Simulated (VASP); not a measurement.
# InSb (I-4m2) in VASP: further runs

InSb is run at these levels: PBEsol; tasks: single point.

All numbers are computed with VASP 6.6.1; they aren't measurements. Logs are shortened: lines on timing, memory, paths and dates and some standing lists are left out, and cuts for length are marked.

## Step 1: The cell of the first run

The structure is tetragonal, space group I-4m2 (No. 119). The conventional cell has a = 4.581 Å, b = 4.581 Å, c = 6.349 Å, α = 90.00°, β = 90.00°, γ = 90.00°. Within 3.7 Å of In (site symmetry -4m2) lie 4 Sb at 2.79 Å. Within 3.7 Å of Sb (site symmetry -4m2) lie 4 In at 2.79 Å.

## Step 2: Single point, PBEsol (strain -0.0200 x Voigt [0, 0, 1, 0, 0, 0])

File INCAR:

```
SYSTEM = InSb
ALGO     = Normal         ! electronic algorithm
EDIFF    = 1E-7           ! SCF threshold, eV
ENCUT    = 520            ! plane-wave cutoff, eV
GGA      = PS             ! functional
ISIF     = 2              ! what is computed and relaxed
ISMEAR   = 0              ! smearing method
LASPH    = .True.         ! aspherical terms in the spheres
LCHARG   = .True.         ! write CHGCAR
LELF     = .True.         ! ELF
LREAL    = .False.        ! projectors in reciprocal space
LVHAR    = .True.       
LWAVE    = .False.        ! write WAVECAR
NBANDS   = 16             ! bands
NELM     = 100            ! most SCF steps
PREC     = Accurate       ! precision mode
SIGMA    = 0.15           ! smearing width, eV
```

File KPOINTS:

```
k-points
0
Gamma
  12 12 12
  0 0 0
```

File POSCAR:

```
InSb
1.0
    0.0000000000      3.2391000000      3.1743180000
    3.2391000000      0.0000000000      3.1743180000
    3.2391000000      3.2391000000      0.0000000000
In Sb
1 1
Direct
    0.0000000000      0.0000000000      0.0000000000
    0.7500000000      0.7500000000      0.7500000000
```

Potentials or basis: VASP PAW PBE potentials, release 64 (In_d, Sb).

On the command line:

```bash
$ cat potpaw_PBE.64/In_d/POTCAR potpaw_PBE.64/Sb/POTCAR > POTCAR
$ mpirun -np 1 vasp_std > vasp.out
```

OUTCAR:

```text
SYSTEM = InSb
   EDIFF = 1E-7
   ENCUT = 520
   GGA = PS
   ISIF = 2
   ISMEAR = 0
   LASPH = .True.
   LREAL = .False.
   NELM = 100
   PREC = Accurate

 ion  position               nearest neighbor table
   1  0.000  0.000  0.000-   2 2.79   2 2.79   2 2.79   2 2.79
   2  0.750  0.750  0.750-   1 2.79   1 2.79   1 2.79   1 2.79

  LATTYP: Found a body centered tetragonal cell.
 ALAT       =     4.5807791499
 C/A-ratio  =     1.3859292911

  Lattice vectors:

 A1 = (   0.0000000000,  -3.2391000000,  -3.1743180000)
 A2 = (   0.0000000000,   3.2391000000,  -3.1743180000)
 A3 = (   3.2391000000,   0.0000000000,   3.1743180000)

Analysis of symmetry for initial positions (statically):
=====================================================================
 Subroutine PRICEL returns:
 Original cell was already a primitive cell.

 Routine SETGRP: Setting up the symmetry group for a
 body centered tetragonal supercell.

 Subroutine GETGRP returns: Found  8 space group operations
 (whereof  8 operations were pure point group operations)
 out of a pool of 16 trial point group operations.

The static configuration has the point symmetry D_2d.

Analysis of symmetry for dynamics (positions and initial velocities):
=====================================================================
 Subroutine PRICEL returns:
 Original cell was already a primitive cell.

 Routine SETGRP: Setting up the symmetry group for a
 body centered tetragonal supercell.

 Subroutine GETGRP returns: Found  8 space group operations
 (whereof  8 operations were pure point group operations)
 out of a pool of 16 trial point group operations.

The dynamic configuration has the point symmetry D_2d.

 Subroutine INISYM returns: Found  8 space group operations
 (whereof  8 operations are pure point group operations),
 and found     1 'primitive' translations

----------------------------------------------------------------------------------------

                                     Primitive cell

  volume of cell :      66.6084

  direct lattice vectors                    reciprocal lattice vectors
     0.000000000  3.239100000  3.174318000    -0.154363867  0.154363867  0.157514149
     3.239100000  0.000000000  3.174318000     0.154363867 -0.154363867  0.157514149
     3.239100000  3.239100000  0.000000000     0.154363867  0.154363867 -0.157514149

  length of vectors
     4.535202705  4.535202705  4.580779150     0.269197165  0.269197165  0.269197165

  position of ions in fractional coordinates (direct lattice)
     0.000000000  0.000000000  0.000000000
     0.750000000  0.750000000  0.750000000

  ion indices of the primitive-cell ions
   primitive index   ion index
                 1           1
                 2           2

----------------------------------------------------------------------------------------

 KPOINTS: k-points

Automatic generation of k-mesh.
 Grid dimensions read from file:
 generate k-points for:   12   12   12

 Generating k-lattice:

  Cartesian coordinates                     Fractional coordinates (reciprocal lattice)
    -0.012863656  0.012863656  0.013126179     0.083333333  0.000000000  0.000000000
     0.012863656 -0.012863656  0.013126179     0.000000000  0.083333333  0.000000000
     0.012863656  0.012863656 -0.013126179     0.000000000  0.000000000  0.083333333

  Length of vectors
     0.022433097  0.022433097  0.022433097

  Shift w.r.t. Gamma in fractional coordinates (k-lattice)
     0.000000000  0.000000000  0.000000000

 Subroutine IBZKPT returns following result:
 ===========================================

 Found    163 irreducible k-points:

 Following reciprocal coordinates:
            Coordinates               Weight
  0.000000  0.000000  0.000000      1.000000
  0.083333 -0.000000  0.000000      8.000000
  0.166667 -0.000000  0.000000      8.000000
  0.250000 -0.000000  0.000000      8.000000
  0.333333  0.000000  0.000000      8.000000
  0.416667  0.000000  0.000000      8.000000
[... 16 lines left out ...]
  0.500000  0.166667  0.000000      8.000000
 -0.416667  0.166667  0.000000      8.000000
 [... further k-points ...]
   k-points           NKPTS =    163   k-points in BZ     NKDIM =    163   number of bands    NBANDS=     16
   number of dos      NEDOS =    301   number of ions     NIONS =      2
   total plane-waves  NPLWV =  46656
   dimension x,y,z NGX =    36 NGY =   36 NGZ =   36
   dimension x,y,z NGXF=    72 NGYF=   72 NGZF=   72
   ions per type =               1   1
   NGX,Y,Z   is equivalent  to a cutoff of  13.20, 13.20, 13.07 a.u.
   NGXF,Y,Z  is equivalent  to a cutoff of  26.39, 26.39, 26.13 a.u.
 SYSTEM =  InSb
   PREC   = accura    normal or accurate (medium, high low for compatibility)
   ISTART =      0    job   : 0-new  1-cont  2-samecut
   ICHARG =      2    charge: 1-file 2-atom 10-const
   ISPIN  =      1    spin polarized calculation?
   LNONCOLLINEAR =      F non collinear calculations
   LSORBIT =      F    spin-orbit coupling
   LASPH  =      T    aspherical Exc in radial PAW
   ENCUT  =  520.0 eV  38.22 Ry    6.18 a.u.   8.43  8.43  8.52*2*pi/ulx,y,z
   NELM   =    100;   NELMIN=  2; NELMDL= -5     # of ELM steps
   EDIFF  = 0.1E-06   stopping-criterion for ELM
   LREAL  =      F    real-space projection
   EDIFFG = 0.1E-05   stopping-criterion for IOM
   NSW    =      0    number of steps for IOM
   IBRION =     -1    ionic relax: 0-MD 1-quasi-New 2-CG
   NFREE  =      0    steps in history (QN), initial steepest desc. (CG)
   ISIF   =      2    stress and relaxation
   ISYM   =      2    0-nonsym 1-usesym 2-fastsym
   POTIM  = 0.5000    time-step for ionic-motion
   TEBEG  =    0.0;   TEEND  =   0.0 temperature during run
   PSTRESS=    0.0 pullay stress
   NELECT =      18.0000    total number of electrons
   NUPDOWN=      -1.0000    fix difference up-down
   EMIN   =  10.00;   EMAX   =-10.00  energy-range for DOS
   EFERMI =   0.00;   METHOD = LEGACY
   ISMEAR =     0;   SIGMA  =   0.15  broadening in eV -4-tet -1-fermi 0-gaus
   EFERMI_NEDOS =   21; number of points for ismear=-14 and -15
   IALGO  =     38    algorithm
   IMIX   =      4    mixing-type and parameters
     AMIX     =   0.40;   BMIX     =  1.00
     AMIX_MAG =   1.60;   BMIX_MAG =  1.00
  volume/ion in A,a.u.               =      33.30       224.75
  Fermi-wavevector in a.u.,A,eV,Ry     =   1.058415  2.000114 15.241820  1.120242
  Thomas-Fermi vector in A             =   2.193723
   LORBIT       =      0    0 simple, 1 ext, 2 COOP (PROOUT), +10 PAW based schemes
   GGA     = PS    functional components
   LHFCALC =     F    Hartree Fock is set to
   AEXX    =    0.0000 exact exchange contribution
   IVDW    =     0    specifies the selected vdW correction
   LEPSILON=     F    determine dielectric tensor
   LRPA    =     F    only Hartree local field effects (RPA)
 non-spin polarized calculation
 Gauss-broadening in eV      SIGMA  =   0.15
  energy-cutoff  :      520.00
  volume of cell :       66.61
 maximum number of plane-waves:      1826
 NGX is ok and might be reduce to    36
   NGX = 17   NGY = 17   NGZ = 17

 number of electron      17.9999996 magnetization

 Free energy of the ion-electron system (eV)
  ---------------------------------------------------
  ext. energy  EPLUGINS =         0.00000000
  ---------------------------------------------------
  free energy    TOTEN  =        -7.68395225 eV

  energy without entropy =       -7.68371595  energy(sigma->0) =       -7.68383410

 E-fermi :   5.3028     XC(G=0):  -8.9576

 val. band max:        5.2484737976   @ k =   0.0000   0.0000   0.0000
 cond. band min:       5.6844721371   @ k =   0.5000  -0.0000   0.0000
 fundamental gap:      0.4359983395
 Fermi energy:         5.3027872963

 k-point     1 :       0.0000    0.0000    0.0000
  band No.  band energies     occupation
      1      -9.4067      2.00000
      2      -9.4067      2.00000
      3      -9.4029      2.00000
      4      -9.3140      2.00000
      5      -9.3118      2.00000
      6      -5.7003      2.00000
[... 8 lines left out ...]
     15      13.3570      0.00000
     16      13.6488      0.00000

 k-point     2 :       0.0833   -0.0000    0.0000
  band No.  band energies     occupation
      1      -9.4096      2.00000
      2      -9.4051      2.00000
      3      -9.4021      2.00000
      4      -9.3142      2.00000
      5      -9.3119      2.00000
      6      -5.6345      2.00000
[... 8 lines left out ...]
     15      12.8059      0.00000
     16      13.0100      0.00000

 k-point     3 :       0.1667   -0.0000    0.0000
  band No.  band energies     occupation
      1      -9.4193      2.00000
      2      -9.4007      2.00000
      3      -9.3982      2.00000
      4      -9.3146      2.00000
      5      -9.3120      2.00000
      6      -5.4422      2.00000
[... 8 lines left out ...]
     15      12.3929      0.00000
     16      12.5554      0.00000

 k-point     4 :       0.2500   -0.0000    0.0000
  band No.  band energies     occupation
      1      -9.4328      2.00000
      2      -9.3952      2.00000
      3      -9.3928      2.00000
      4      -9.3147      2.00000
      5      -9.3116      2.00000
      6      -5.1407      2.00000
[... 8 lines left out ...]
     15      12.4148      0.00000
     16      12.5022      0.00000
[... 324 lines left out ...]
 k-point    22 :       0.4167    0.1667    0.0000
  band No.  band energies     occupation
      1      -9.4608      2.00000
      2      -9.3814      2.00000
      3      -9.3796      2.00000
      4      -9.3215      2.00000
      5      -9.3068      2.00000
      6      -4.4323      2.00000
[... 8 lines left out ...]
     15      13.8778      0.00000
     16      14.5051      0.00000

 k-point    23 :       0.5000    0.1667    0.0000
  band No.  band energies     occupation
      1      -9.4656      2.00000
      2      -9.3797      2.00000
      3      -9.3783      2.00000
      4      -9.3195      2.00000
      5      -9.3076      2.00000
      6      -4.1482      2.00000
[... 8 lines left out ...]
     15      14.2554      0.00000
     16      14.5284      0.00000

 k-point    24 :      -0.4167    0.1667    0.0000
  band No.  band energies     occupation
      1      -9.4651      2.00000
      2      -9.3795      2.00000
      3      -9.3793      2.00000
      4      -9.3169      2.00000
      5      -9.3097      2.00000
      6      -4.1099      2.00000
[... 8 lines left out ...]
     15      13.4511      0.00000
     16      13.7635      0.00000

 [... further k-points ...]

------------------------ aborting loop because EDIFF is reached ----------------------------------------

  FORCE on cell =-STRESS in cart. coord.  units (eV):
  Direction    XX          YY          ZZ          XY          YZ          ZX
  --------------------------------------------------------------------------------------
  -------------------------------------------------------------------------------------
  Total        0.6962055      0.6962055      0.9145142      0.0000000      0.0000000     -0.0000000
  in kB       16.7463003     16.7463003     21.9974277      0.0000000      0.0000000     -0.0000000
  external PRESSURE =      18.4966761 kB  Pullay stress =       0.0000000 kB

 VOLUME and BASIS-vectors are now :
 -----------------------------------------------------------------------------
  energy-cutoff  :      520.00
  volume of cell :       66.61
      direct lattice vectors                 reciprocal lattice vectors
     0.000000000  3.239100000  3.174318000    -0.154363867  0.154363867  0.157514149
     3.239100000  0.000000000  3.174318000     0.154363867 -0.154363867  0.157514149
     3.239100000  3.239100000  0.000000000     0.154363867  0.154363867 -0.157514149

 POSITION                                       TOTAL-FORCE (eV/Angst)
 -----------------------------------------------------------------------------------
      0.00000      0.00000      0.00000         0.000000      0.000000     -0.000000
      4.85865      4.85865      4.76148        -0.000000     -0.000000      0.000000
 -----------------------------------------------------------------------------------
    total drift:                                0.000000      0.000000      0.000000

  FREE ENERGIE OF THE ION-ELECTRON SYSTEM (eV)
  ---------------------------------------------------
  free  energy   TOTEN  =        -7.6839522535 eV

  energy  without entropy=       -7.6837159496  energy(sigma->0) =       -7.68383410
```

Wall time 2.3 min (1 thread of Intel Xeon 6975P-C (Granite Rapids), shared host); peak memory 0.33 GiB.

Results:

* Free energy: -7.6840 eV
* Pressure: 1.8 GPa

Caveat: the cell differs from its parent crystal (strain -0.0200 x Voigt [0, 0, 1, 0, 0, 0]); the PAW data sets were made with another functional, which shifts forces and pressure a little; spin-orbit coupling is left out, which moves the levels of the heavy elements.

## Step 3: Single point, PBEsol (strain -0.0100 x Voigt [0, 0, 1, 0, 0, 0])

File INCAR:

```
ALGO = Normal ; EDIFF = 1E-6
ENCUT = 520 ; GGA = PS
ISIF = 2 ; ISMEAR = 0
LASPH = T ; LCHARG = F
LREAL = F ; LWAVE = F
NBANDS = 16 ; NELM = 80
PREC = Accurate ; SIGMA = 0.15
```

File KPOINTS:

```
k-points
0
Gamma
  12 12 12
```

File POSCAR:

```
InSb
1.0
    0.0000000000      3.2391000000      3.2067090000
    3.2391000000      0.0000000000      3.2067090000
    3.2391000000      3.2391000000      0.0000000000
In Sb
1 1
Direct
    0.0000000000      0.0000000000      0.0000000000
    0.7500000000      0.7500000000      0.7500000000
```

Potentials or basis: VASP PAW PBE potentials, release 64 (In_d, Sb).

On the command line:

```bash
$ cat potpaw_PBE.64/In_d/POTCAR potpaw_PBE.64/Sb/POTCAR > POTCAR
$ mpirun -np 1 vasp_std > vasp.out
```

Wall time 98 s (1 thread of Intel Xeon 6975P-C (Granite Rapids), shared host); peak memory 0.33 GiB.

The run converged. Its results:

```yaml
Free_energy: -7.6920 eV
Pressure: 1.3 GPa
```

Stress tensor (GPa, compression positive):
```
1.25 0.00 0.00
0.00 1.25 0.00
0.00 0.00 1.52
```

Levels at points of the mesh, in eV from the Fermi level:
| k point | band 5 | band 6 | band 7 | band 8 | band 9 | band 10 | band 11 | band 12 | band 13 | band 14 |
| --- | --- | --- | --- | --- | --- | --- | --- | --- | --- | --- |
| (0.00, 0.00, 0.00) | -14.59 | -10.93 | -0.32 | -0.13 | -0.13 | -0.08 | 2.80 | 2.82 | 2.82 | 5.46 |
| (0.50, 0.00, 0.00) | -14.59 | -9.53 | -5.82 | -1.18 | -1.11 | 0.37 | 3.64 | 3.69 | 5.84 | 8.12 |
| (0.50, 0.50, 0.00) | -14.58 | -8.88 | -6.08 | -2.46 | -2.46 | 1.09 | 1.09 | 8.08 | 8.08 | 8.70 |
| (0.50, 0.00, 0.50) | -14.58 | -8.91 | -6.12 | -2.41 | -2.41 | 1.14 | 1.17 | 8.04 | 8.09 | 8.65 |

Caveat: the cell differs from its parent crystal (strain -0.0100 x Voigt [0, 0, 1, 0, 0, 0]); the PAW data sets were made with another functional, which shifts forces and pressure a little; spin-orbit coupling is left out, which moves the levels of the heavy elements.
